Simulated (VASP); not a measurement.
Write the native input for VASP 6.6.1 that does the following.

```
Task                   : single point
Functional             : LDA
Potentials or basis    : VASP PAW LDA potentials, release 64 (Bi_d)
Cutoff                 : 520 eV
k mesh                 : 11 × 11 × 11
Occupations            : fermi-dirac, width 0.03 eV
Spin                   : no spin polarisation
Dipole correction      : no
Further INCAR settings : ALGO = Normal; EDIFF = 1e-07; NBANDS = 22
```

The structure of Bi lies in POSCAR:

```
Bi
1.0
    2.2993312633      1.3434519746      3.9719265833
   -2.2466680935      1.3207219778      3.9491965865
    0.0066468302     -2.6048639523      3.9408768302
Bi
2
Direct
    0.2338900000      0.2338900000      0.2338900000
    0.7661100000      0.7661100000      0.7661100000
```

This cell differs from its parent crystal: equal xy, yz and zx shear strains of +1 %.

One way to write it, as run:

INCAR

```
  PREC = Accurate
  ENCUT = 520
  EDIFF = 1E-7
  ISMEAR = -1
  SIGMA = 0.03
  LREAL = False
  LASPH = True
  NELM = 100
  ALGO = Normal
  ISIF = 2
  LWAVE = False
  LCHARG = True
  LELF = True
  LVHAR = True
  NBANDS = 22
```

KPOINTS

```
regular mesh
0
Gamma
  11 11 11
```

Potentials or basis: VASP PAW LDA potentials, release 64 (Bi_d).

Command:

```sh
$ cat potpaw_LDA.64/Bi_d/POTCAR > POTCAR
$ mpirun -np 1 vasp_std > vasp.out
```

Results of the run:

The pressure is -1.8 GPa. The largest force is 0.089 eV/Å and the band gap on the k mesh is zero (bands 15 and 16 overlap by 0.11 eV).

Caveat: the cell differs from its parent crystal (equal xy, yz and zx shear strains of +1 %); spin-orbit coupling is left out, which moves the levels of the heavy elements.

It took 8.4 min on 1 thread of Oxide Virtual Turin-like Processor (shared host), peak memory 0.77 GiB.
